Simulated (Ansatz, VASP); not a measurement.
K: VASP beside Ansatz

INCAR

```
PREC     = Accurate       # precision mode
ENCUT    = 500            # plane-wave cutoff, eV
EDIFF    = 1E-6           # SCF threshold, eV
ISMEAR   = -1             # smearing method
SIGMA    = 0.05           # smearing width, eV
LREAL    = False          # projectors in reciprocal space
LASPH    = True           # aspherical terms in the spheres
NELM     = 120            # most SCF steps
ALGO     = Normal         # electronic algorithm
ISIF     = 2              # what is computed and relaxed
LWAVE    = False          # write WAVECAR
LCHARG   = False          # write CHGCAR
GGA      = CA             # functional
NBANDS   = 10             # bands
GGA_COMPAT= False
```

Contents of KPOINTS:

```
regular mesh
0
Gamma
  9 9 9
```

Contents of POSCAR:

```
K
1.0
    3.2629238451      0.0000000000      0.0000000000
    0.0000000000      3.2629238451      0.0000000000
    0.0000000000      0.0000000000      3.2629238451
K
1
Direct
    0.0000000000      0.0000000000      0.0000000000
```

Input for Ansatz:

```yaml
crystal:
  lattice:
    - [3.2629238451, 0.0, 0.0]
    - [0.0, 3.2629238451, 0.0]
    - [0.0, 0.0, 3.2629238451]
  atoms:
    - { symbol: K, position: [0.0, 0.0, 0.0] }
kpoints:
  mp_grid: { grid: [9, 9, 9] }
scf:
  occupations: { method: fermi_dirac, width: 0.05 }
hamiltonian:
  xc: lda
  pseudopotentials: { kind: all_electron, lapw: { basis_error: 0.001 } }
output:
  forces: true
  stress: true
  eigenvalues: true
  populations: true
```

Change from the starting cell: volume scaled by 0.5, LAPW.

Alike in both runs: task single point; functional LDA; k mesh 9 × 9 × 9; occupations fermi-dirac, width 0.05 eV; no spin polarisation.

```csv
,VASP,Ansatz
version,VASP 6.6.1,Ansatz 0.2.0
potentials or method,"VASP PAW LDA potentials, release 64 (K_sv), cutoff 500 eV","all-electron LAPW, scalar-relativistic"
```

```csv
,VASP,Ansatz,Ansatz less VASP
pressure (GPa),7.6,7.6,0.00
```

LDA's correlation is that of Perdew and Zunger in VASP and of Perdew and Wang (1992) in Ansatz. Ansatz ran all-electron here, and VASP with PAW potentials.
